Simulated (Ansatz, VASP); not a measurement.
## Two plane-wave programs on Rb

```
Rb
1.0
     0.00000    3.42727    3.42727
     3.42727    0.00000    3.42727
     3.42727    3.42727    0.00000
Rb
1
Direct
  0.00000 0.00000 0.00000
```

Alike in both runs: task single point; functional PBE; k mesh 9 × 9 × 9; occupations fermi-dirac, width 0.1 eV; no spin polarisation.

|  | VASP | Ansatz |
| --- | --- | --- |
| version | VASP 6.6.1 | Ansatz 0.2.0 |
| potentials or method | VASP PAW PBE potentials, release 64 (Rb_sv), cutoff 520 eV | plane waves (420 eV) with PAW, scalar-relativistic |
| valence electrons in the cell | 9 | 9 |

|  | VASP | Ansatz | Ansatz less VASP |
| --- | --- | --- | --- |
| pressure (GPa) | 0.4 | 0.4 | 0.00 |
